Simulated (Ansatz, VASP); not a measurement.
## Ru in VASP and in Ansatz

File INCAR:

```
SYSTEM = Ru
ALGO = Fast ; EDIFF = 1E-6
EDIFFG = -0.01 ; ENCUT = 600
GGA = RE ; IBRION = 2
ISIF = 3 ; ISMEAR = -1
IVDW = 12 ; LASPH = .True.
LCHARG = .False. ; LREAL = .False.
LWAVE = .False. ; NELM = 60
NSW = 60 ; PREC = Accurate
SIGMA = 0.05
```

File KPOINTS:

```
k-points
0
Gamma
  11 11 6
  0 0 0
```

File POSCAR:

```
Ru
1.0
    2.7058000000      0.0000000000      0.0000000000
   -1.3529000000      2.3432915376      0.0000000000
    0.0000000000      0.0000000000      4.2819000000
Ru
2
Direct
    0.6666666667      0.3333333333      0.7500000000
    0.3333333333      0.6666666667      0.2500000000
```

The input input.yaml:

```yaml
crystal:
  lattice:
    - [2.7058, 0.0, 0.0]
    - [-1.3529, 2.3432915376, 0.0]
    - [0.0, 0.0, 4.2819]
  atoms:
    - { symbol: Ru, position: [0.6666666667, 0.3333333333, 0.75] }
    - { symbol: Ru, position: [0.3333333333, 0.6666666667, 0.25] }
hamiltonian:
  xc: revpbe
  pseudopotentials: { kind: paw }
  dispersion: d3bj
kpoints:
  mp_grid: { grid: [11, 11, 6] }
scf:
  occupations: { method: fermi_dirac, width: 0.05 }
output:
  forces: true
  stress: true
  write_density: true
  write_potential: true
  elf: true
  volumetric_format: npy
relax:
  f_tol: 0.01
  max_steps: 40
  cell: { stress_tol: 0.05 }
```

Alike in both runs: task relaxation of cell and atoms; functional revPBE; dispersion D3(BJ); k mesh 11 × 11 × 6; occupations fermi-dirac, width 0.05 eV; no spin polarisation.

|  | VASP | Ansatz |
| --- | --- | --- |
| version | VASP 6.6.1 | Ansatz 0.2.0 |
| potentials or method | VASP PAW PBE potentials, release 64 (Ru_pv) | Ansatz PAW |
| plane-wave cutoff (eV) | 600 | 420 |
| valence electrons in the cell | 28 | 32 |

|  | VASP | Ansatz | Ansatz less VASP |
| --- | --- | --- | --- |
| gap on the k mesh at the Fermi level, each at its own relaxed structure (eV) | none | none | - |
| relaxed volume (Å³/atom) | 13.29 | 13.29 | +0.002 |
| relaxed cell length with the largest relative difference (Å) | 2.685 | 2.686 | +0.0003 |

VASP's potentials were made for PBE, not for revPBE. A gap of «none» marks a metal or a gap that the smearing closes. VASP's potentials hold 28 valence electrons a cell and Ansatz's 32, so a difference there can come from the potentials and not from the codes.

Noted on Ansatz's run: the plane-wave basis is chosen anew once the cell has moved, so the energies of steps on either side of that aren't comparable.
